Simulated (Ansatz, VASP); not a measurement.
## CdSe: VASP beside Ansatz

POSCAR

```
CdSe
1.0
    3.5331017334      0.0000000000      0.0000000000
    0.0000000000      3.5331017334      0.0000000000
    0.0000000000      0.0000000000      3.5331017334
Cd Se
1 1
Direct
    0.0000000000      0.0000000000      0.0000000000
    0.5000000000      0.5000000000      0.5000000000
```

Contents of INCAR.step1:

```
SYSTEM = CdSe
PREC = Accurate ; ENCUT = 520
EDIFF = 1E-5 ; ISMEAR = -1
SIGMA = 0.02 ; LREAL = .False.
LASPH = .True. ; NELM = 80
ALGO = Normal ; ISIF = 2
LWAVE = .True. ; GGA = PE
NBANDS = 16
```

File INCAR.step2:

```
SYSTEM = CdSe
PREC = Accurate ; ENCUT = 520
EDIFF = 1E-6 ; ISMEAR = -1
SIGMA = 0.02 ; LREAL = .False.
LASPH = .True. ; NELM = 80
ALGO = Normal ; ISIF = 2
LWAVE = .False. ; LCHARG = .True.
GGA = PE ; LHFCALC = .True.
AEXX = 0.5 ; HFSCREEN = 0.5
PRECFOCK = Normal ; LELF = .True.
LVHAR = .True. ; ISTART = 1
NBANDS = 16
```

The input KPOINTS:

```
Automatic mesh
0
Gamma
  4 4 4
  0 0 0
```

Input for Ansatz:

```yaml
crystal:
  lattice:
    - [3.5331017334, 0.0, 0.0]
    - [0.0, 3.5331017334, 0.0]
    - [0.0, 0.0, 3.5331017334]
  atoms:
    - { symbol: Cd, position: [0.0, 0.0, 0.0] }
    - { symbol: Se, position: [0.5, 0.5, 0.5] }
kpoints:
  mp_grid: { grid: [4, 4, 4] }
hamiltonian:
  xc: { exchange: pbe, correlation: pbe, exx: { coeff: 0.5, omega: 0.5 } }
scf:
  occupations: { method: fermi_dirac, width: 0.02 }
  n_extra_bands: 4
output:
  forces: true
  stress: true
  eigenvalues: true
```

Alike in both runs: task single point; functional PBE-based screened hybrid with a share of 0.5 of exact exchange and HFSCREEN = 0.5; k mesh 4 × 4 × 4; occupations fermi-dirac, width 0.02 eV; no spin polarisation.

|  | VASP | Ansatz |
| --- | --- | --- |
| version | VASP 6.6.1 | Ansatz 0.2.0 |
| potentials or method | VASP PAW PBE potentials, release 64 (Cd, Se) | plane waves |
| plane-wave cutoff (eV) | 520 | 420 |
| valence electrons in the cell | 18 | 36 |

VASP gave:

```
pressure (GPa) : -0.3
```

Q: Which values does Ansatz return?

A: Pressure (GPa): -0.4.

VASP's potentials were made for PBE, not for PBE-based screened hybrid. The functional is the same, so the differences come from potentials, cutoffs and numerics. VASP's potentials hold 18 valence electrons a cell and Ansatz's 36, so a difference there can come from the potentials and not from the codes. Ansatz's warnings: filled band counts differ across k points, stress exchange threshold loose, stress scf threshold loose.

The k mesh is coarse, so the values compare programs but aren't converged.
